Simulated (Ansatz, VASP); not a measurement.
# Se in VASP and in Ansatz

```
Se
1.0
     4.36620    0.00000    0.00000
    -2.18310    3.78124    0.00000
     0.00000    0.00000    4.80499
Se
3
Direct
  0.22540 0.00000 0.33333
  0.00000 0.22540 0.66667
  0.77460 0.77460 0.00000
```

Change from the starting cell: zz strain of -3 %.

Alike in both runs: task single point; functional PBE; k mesh 6 × 6 × 5; occupations fermi-dirac, width 0.03 eV; no spin polarisation.

```csv
,VASP,Ansatz
version,VASP 6.6.1,Ansatz 0.2.0
potentials or method,"VASP PAW PBE potentials, release 64 (Se), cutoff 520 eV","all-electron LAPW, scalar-relativistic"
```

|  | VASP | Ansatz | Ansatz less VASP |
| --- | --- | --- | --- |
| gap on the k mesh at the Fermi level (eV) | 1.25 | 1.25 | +0.008 |
| pressure (GPa) | 5.7 | 5.5 | -0.18 |
| traceless stress, the component that is largest in VASP (GPa) | 2.72 | 2.66 | -0.061 |
| rms of the force components (eV/Å) | 0.485 | 0.458 | -0.0275 |

Atom by atom the forces differ by 0.028 eV/Å (rms over components). Ansatz ran all-electron here, and VASP with PAW potentials.
